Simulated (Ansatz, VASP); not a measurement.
## One calculation of As, two programs

File INCAR:

```
PREC = Accurate ; ENCUT = 600
EDIFF = 1E-6 ; ISMEAR = 0
SIGMA = 0.02 ; LREAL = False
LASPH = True ; NELM = 120
ALGO = Normal ; ISIF = 2
LWAVE = False ; LCHARG = True
LELF = True ; LVHAR = True
NBANDS = 22 ; GGA_COMPAT = False
```

KPOINTS

```
regular mesh
0
Gamma
  11 11 11
```

File POSCAR:

```
As
1.0
    1.8807968987      1.0858785957      3.5140619945
   -1.8807968987      1.0858785957      3.5140619945
    0.0000000000     -2.1717571915      3.5140619945
As
2
Direct
    0.2269485699      0.2269485699      0.2269485699
    0.7740000000      0.7740000000      0.7740000000
```

Input for Ansatz:

```yaml
crystal:
  lattice:
    - [1.8807968987, 1.0858785957, 3.5140619945]
    - [-1.8807968987, 1.0858785957, 3.5140619945]
    - [0.0, -2.1717571915, 3.5140619945]
  atoms:
    - { symbol: As, position: [0.2269485699, 0.2269485699, 0.2269485699] }
    - { symbol: As, position: [0.774, 0.774, 0.774] }
hamiltonian:
  xc: lda
kpoints:
  mp_grid: { grid: [11, 11, 11] }
scf:
  occupations: { method: gaussian, width: 0.02 }
  convergence: { dr2_threshold: 1.0e-11 }
basis:
  ecutwfc: 600
output:
  forces: true
```

Alike in both runs: task single point; functional LDA; k mesh 11 × 11 × 11; occupations gaussian, width 0.02 eV; no spin polarisation.

```csv
,VASP,Ansatz
version,VASP 6.6.1,Ansatz 0.2.0
potentials or method,"VASP PAW LDA potentials, release 64 (As_d), cutoff 600 eV","scalar-relativistic, plane waves, PAW"
valence electrons in the cell,30,30
```

|  | VASP | Ansatz | Ansatz less VASP |
| --- | --- | --- | --- |
| rms of the force components (eV/Å) | 0.120 | 0.100 | -0.0207 |

LDA's correlation is that of Perdew and Zunger in VASP and of Perdew and Wang (1992) in Ansatz. Atom by atom the forces differ by 0.021 eV/Å (rms over components).
